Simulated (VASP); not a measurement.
# LiNbO3 (R3c) in VASP: a series of runs, part 2 of 2

VASP 6.6.1.

### 3 Relaxation of cell and atoms, PBEsol

This run uses another cell than the first one, of 10.62 Å³/atom.

The input, INCAR:

```
SYSTEM = LiNbO3
ALGO = Normal ; EDIFF = 1E-7
EDIFFG = -0.002 ; ENCUT = 600
GGA = PS ; IBRION = 2
ISIF = 3 ; ISMEAR = 0
LASPH = .True. ; LCHARG = .False.
LREAL = .False. ; LWAVE = .False.
NELM = 60 ; NSW = 80
PREC = Accurate ; SIGMA = 0.01
```

The input, KPOINTS:

```
k-points
0
Gamma
  4 4 4
  0 0 0
```

The input, POSCAR:

```
LiNbO3
1.0
    2.5756485575      1.4870513880      4.6218000000
   -2.5756485575      1.4870513880      4.6218000000
    0.0000000000     -2.9741027760      4.6218000000
Li Nb O
2 2 6
Direct
    0.3021000000      0.3021000000      0.3021000000
    0.8021000000      0.8021000000      0.8021000000
    0.0192000000      0.0192000000      0.0192000000
    0.5192000000      0.5192000000      0.5192000000
    0.1311000000      0.3783000000      0.7405000000
    0.7405000000      0.1311000000      0.3783000000
    0.3783000000      0.7405000000      0.1311000000
    0.2405000000      0.8783000000      0.6311000000
    0.8783000000      0.6311000000      0.2405000000
    0.6311000000      0.2405000000      0.8783000000
```

Potentials or basis: VASP PAW PBE potentials, release 64 (Li_sv, Nb_sv, O).

Run with:

```
cat potpaw_PBE.64/Li_sv/POTCAR potpaw_PBE.64/Nb_sv/POTCAR potpaw_PBE.64/O/POTCAR > POTCAR
mpirun -np 1 vasp_std > vasp.out
```

OUTCAR:

```text
SYSTEM = LiNbO3
   EDIFF = 1E-7
   EDIFFG = -0.002
   ENCUT = 600
   GGA = PS
   IBRION = 2
   ISIF = 3
   ISMEAR = 0
   LASPH = .True.
   LREAL = .False.
   NELM = 60
   NSW = 80
   PREC = Accurate

 ion  position               nearest neighbor table
   1  0.302  0.302  0.302-   8 2.07  10 2.07   9 2.07   5 2.24   7 2.24   6 2.24
   2  0.802  0.802  0.802-   7 2.07   6 2.07   5 2.07   9 2.24   8 2.24  10 2.24
   3  0.019  0.019  0.019-   5 1.88   6 1.88   7 1.88   9 2.12   8 2.12  10 2.12
   4  0.519  0.519  0.519-   9 1.88  10 1.88   8 1.88   5 2.12   7 2.12   6 2.12
   5  0.131  0.378  0.740-   3 1.88   2 2.07   4 2.12   1 2.24
   6  0.740  0.131  0.378-   3 1.88   2 2.07   4 2.12   1 2.24
   7  0.378  0.740  0.131-   3 1.88   2 2.07   4 2.12   1 2.24
   8  0.240  0.878  0.631-   4 1.88   1 2.07   3 2.12   2 2.24
   9  0.878  0.631  0.240-   4 1.88   1 2.07   3 2.12   2 2.24
  10  0.631  0.240  0.878-   4 1.88   1 2.07   3 2.12   2 2.24

  LATTYP: Found a trigonal (rhomboedric) cell.
 ALAT       =     5.4960278895
 COS(alpha) =     0.5607564954

  Lattice vectors:

 A1 = (   2.5756485575,   1.4870513880,   4.6218000000)
 A2 = (  -2.5756485575,   1.4870513880,   4.6218000000)
 A3 = (   0.0000000000,  -2.9741027760,   4.6218000000)

Analysis of symmetry for initial positions (statically):
=====================================================================
 Subroutine PRICEL returns:
 Original cell was already a primitive cell.

 Routine SETGRP: Setting up the symmetry group for a
 trigonal (rhombohedral) supercell.

 Subroutine GETGRP returns: Found  6 space group operations
 (whereof  3 operations were pure point group operations)
 out of a pool of 12 trial point group operations.

The static configuration has the point symmetry C_3 .
 The point group associated with its full space group is C_3v.

Analysis of symmetry for dynamics (positions and initial velocities):
=====================================================================
 Subroutine PRICEL returns:
 Original cell was already a primitive cell.

 Routine SETGRP: Setting up the symmetry group for a
 trigonal (rhombohedral) supercell.

 Subroutine GETGRP returns: Found  6 space group operations
 (whereof  3 operations were pure point group operations)
 out of a pool of 12 trial point group operations.

The dynamic configuration has the point symmetry C_3 .
 The point group associated with its full space group is C_3v.

 Subroutine INISYM returns: Found  6 space group operations
 (whereof  3 operations are pure point group operations),
 and found     1 'primitive' translations

----------------------------------------------------------------------------------------

                                     Primitive cell

  volume of cell :     106.2123

  direct lattice vectors                    reciprocal lattice vectors
     2.575648558  1.487051388  4.621800000     0.194125863  0.112078619  0.072121973
    -2.575648558  1.487051388  4.621800000    -0.194125863  0.112078619  0.072121973
     0.000000000 -2.974102776  4.621800000     0.000000000 -0.224157239  0.072121973

  length of vectors
     5.496027890  5.496027890  5.496027890     0.235474089  0.235474089  0.235474089

  position of ions in fractional coordinates (direct lattice)
[... 57 lines left out ...]
 -0.250000  0.250000  0.000000      6.000000
  0.500000  0.500000  0.000000      3.000000
  0.250000  0.250000  0.250000      2.000000
  0.500000  0.250000  0.250000      6.000000
 -0.250000  0.250000  0.250000      6.000000
  0.500000  0.500000  0.250000      6.000000
 -0.250000  0.500000  0.250000      6.000000
  0.500000  0.500000  0.500000      1.000000
   k-points           NKPTS =     13   k-points in BZ     NKDIM =     13   number of bands    NBANDS=     40
   number of dos      NEDOS =    301   number of ions     NIONS =     10
   total plane-waves  NPLWV = 110592
   dimension x,y,z NGX =    48 NGY =   48 NGZ =   48
   dimension x,y,z NGXF=    96 NGYF=   96 NGZF=   96
   ions per type =               2   2   6
   NGX,Y,Z   is equivalent  to a cutoff of  14.52, 14.52, 14.52 a.u.
   NGXF,Y,Z  is equivalent  to a cutoff of  29.04, 29.04, 29.04 a.u.
 SYSTEM =  LiNbO3
   PREC   = accura    normal or accurate (medium, high low for compatibility)
   ISTART =      0    job   : 0-new  1-cont  2-samecut
   ICHARG =      2    charge: 1-file 2-atom 10-const
   ISPIN  =      1    spin polarized calculation?
   LNONCOLLINEAR =      F non collinear calculations
   LSORBIT =      F    spin-orbit coupling
   LASPH  =      T    aspherical Exc in radial PAW
   ENCUT  =  600.0 eV  44.10 Ry    6.64 a.u.  10.98 10.98 10.98*2*pi/ulx,y,z
   NELM   =     60;   NELMIN=  2; NELMDL= -5     # of ELM steps
   EDIFF  = 0.1E-06   stopping-criterion for ELM
   LREAL  =      F    real-space projection
   EDIFFG = -.2E-02   stopping-criterion for IOM
   NSW    =     80    number of steps for IOM
   IBRION =      2    ionic relax: 0-MD 1-quasi-New 2-CG
   NFREE  =      1    steps in history (QN), initial steepest desc. (CG)
   ISIF   =      3    stress and relaxation
   ISYM   =      2    0-nonsym 1-usesym 2-fastsym
   POTIM  = 0.5000    time-step for ionic-motion
   TEBEG  =    0.0;   TEEND  =   0.0 temperature during run
   PSTRESS=    0.0 pullay stress
   NELECT =      68.0000    total number of electrons
   NUPDOWN=      -1.0000    fix difference up-down
   EMIN   =  10.00;   EMAX   =-10.00  energy-range for DOS
   EFERMI =   0.00;   METHOD = LEGACY
   ISMEAR =     0;   SIGMA  =   0.01  broadening in eV -4-tet -1-fermi 0-gaus
   EFERMI_NEDOS =   21; number of points for ismear=-14 and -15
   IALGO  =     38    algorithm
   IMIX   =      4    mixing-type and parameters
     AMIX     =   0.40;   BMIX     =  1.00
     AMIX_MAG =   1.60;   BMIX_MAG =  1.00
  volume/ion in A,a.u.               =      10.62        71.68
  Fermi-wavevector in a.u.,A,eV,Ry     =   1.410976  2.666357 27.087184  1.990852
  Thomas-Fermi vector in A             =   2.532874
   LORBIT       =      0    0 simple, 1 ext, 2 COOP (PROOUT), +10 PAW based schemes
   GGA     = PS    functional components
   LHFCALC =     F    Hartree Fock is set to
   AEXX    =    0.0000 exact exchange contribution
   IVDW    =     0    specifies the selected vdW correction
   LEPSILON=     F    determine dielectric tensor
   LRPA    =     F    only Hartree local field effects (RPA)
 conjugate gradient relaxation of ions
 non-spin polarized calculation
 Gauss-broadening in eV      SIGMA  =   0.01
  energy-cutoff  :      600.00
  volume of cell :      106.21
 maximum number of plane-waves:      3559
 NGX is ok and might be reduce to    48
   NGX = 21   NGY = 21   NGZ = 21

--------------------------------------- Ionic step        1  -------------------------------------------

 number of electron      67.9999998 magnetization

 Free energy of the ion-electron system (eV)
  ---------------------------------------------------
  ext. energy  EPLUGINS =         0.00000000
  ---------------------------------------------------
  free energy    TOTEN  =       -83.45834266 eV

  energy without entropy =      -83.45834266  energy(sigma->0) =      -83.45834266

------------------------ aborting loop because EDIFF is reached ----------------------------------------

  FORCE on cell =-STRESS in cart. coord.  units (eV):
  Direction    XX          YY          ZZ          XY          YZ          ZX
  --------------------------------------------------------------------------------------
  -------------------------------------------------------------------------------------
  Total       -0.8108530     -0.8108530     -0.8644656      0.0000000      0.0000000      0.0000000
  in kB      -12.2314446    -12.2314446    -13.0401717      0.0000000      0.0000000      0.0000000
  external PRESSURE =     -12.5010203 kB  Pullay stress =       0.0000000 kB
[... 113 lines left out ...]
  FREE ENERGIE OF THE ION-ELECTRON SYSTEM (eV)
  ---------------------------------------------------
  free  energy   TOTEN  =       -83.4629358085 eV

  energy  without entropy=      -83.4629358085  energy(sigma->0) =      -83.46293581

[... ionic steps 4 to 12 ...]

--------------------------------------- Ionic step       13  -------------------------------------------

 number of electron      68.0000003 magnetization

------------------------ aborting loop because EDIFF is reached ----------------------------------------
[... 83 lines left out ...]
--------------------------------------- Ionic step       15  -------------------------------------------

 number of electron      68.0000003 magnetization

 Free energy of the ion-electron system (eV)
  ---------------------------------------------------
  ext. energy  EPLUGINS =         0.00000000
  ---------------------------------------------------
  free energy    TOTEN  =       -83.46570726 eV

  energy without entropy =      -83.46570726  energy(sigma->0) =      -83.46570726

 E-fermi :   3.6048     XC(G=0): -11.1200

 val. band max:        3.5475131848   @ k =   0.0000   0.0000   0.0000
 cond. band min:       7.0548811903   @ k =   0.0000   0.0000   0.0000
 fundamental gap:      3.5073680055
 Fermi energy:         3.6047738379

 k-point     1 :       0.0000    0.0000    0.0000
  band No.  band energies     occupation
      1     -50.4745      2.00000
      2     -50.4578      2.00000
      3     -38.2455      2.00000
      4     -38.2422      2.00000
      5     -26.8340      2.00000
      6     -26.8340      2.00000
[... 585 lines left out ...]
  FREE ENERGIE OF THE ION-ELECTRON SYSTEM (eV)
  ---------------------------------------------------
  free  energy   TOTEN  =       -83.4657072563 eV

  energy  without entropy=      -83.4657072563  energy(sigma->0) =      -83.46570726

 reached required accuracy - stopping structural energy minimisation
```

Run time: 8 min. Hardware: 1 thread of Intel Xeon 6975P-C (Granite Rapids), shared host; peak memory 0.37 GiB.

Results:

| Item | Value |
| --- | --- |
| Free energy | -83.4657 eV |
| Relaxed volume | 10.48 Å³/atom |
| Relaxed cell | a = 5.473 Å, b = 5.473 Å, c = 5.473 Å, α = 55.88°, β = 55.88°, γ = 55.88° |
| Space group after relaxing (to 0.1 Å) | R3c (No. 161) |
| Energy gained by relaxing | 0.7 meV/atom |
| Ionic steps | 15 |
| Pressure after relaxing | 0.0 GPa |
| Band gap on the k mesh | 3.51 eV |

Step by step:
```tsv
step	energy change (eV)	largest force (eV/Å)	pressure (GPa)	volume (Å³)
1	0.0000	0.0776	-1.25	106.21
2	-0.0041	0.1330	0.89	104.94
3	-0.0046	0.1159	0.35	105.26
4	-0.0063	0.0577	-0.14	105.06
5	-0.0065	0.0313	-0.02	105.11
6	-0.0068	0.0242	-0.05	105.08
7	-0.0073	0.0066	-0.14	104.98
8	-0.0073	0.0076	-0.16	104.96
9	-0.0071	0.0329	0.37	104.69
10	-0.0073	0.0142	0.02	104.87
11	-0.0074	0.0033	0.01	104.85
12	-0.0074	0.0056	0.00	104.84
13	-0.0074	0.0039	0.00	104.84
14	-0.0074	0.0020	0.01	104.84
15	-0.0074	0.0019	0.02	104.85
```

Final structure:
```yaml
crystal:
  lattice:
    - [2.56429, 1.48049, 4.60284]
    - [-2.56429, 1.48049, 4.60284]
    - [0.00000, -2.96098, 4.60284]
  atoms:
    - { symbol: Li, position: [0.30166, 0.30166, 0.30166] }
    - { symbol: Li, position: [0.80166, 0.80166, 0.80166] }
    - { symbol: Nb, position: [0.01896, 0.01896, 0.01896] }
    - { symbol: Nb, position: [0.51896, 0.51896, 0.51896] }
    - { symbol: O, position: [0.13009, 0.38116, 0.73932] }
    - { symbol: O, position: [0.73932, 0.13009, 0.38116] }
    - { symbol: O, position: [0.38116, 0.73932, 0.13009] }
    - { symbol: O, position: [0.23932, 0.88116, 0.63009] }
    - { symbol: O, position: [0.88116, 0.63009, 0.23932] }
    - { symbol: O, position: [0.63009, 0.23932, 0.88116] }
```

Caveat: the cutoff is under 1.25 times the usual one of these potentials, so pressure, stress and relaxed cells hold a basis-set (Pulay) error; the PAW data sets were made with another functional, which shifts forces and pressure a little. A k mesh can miss the band edges.
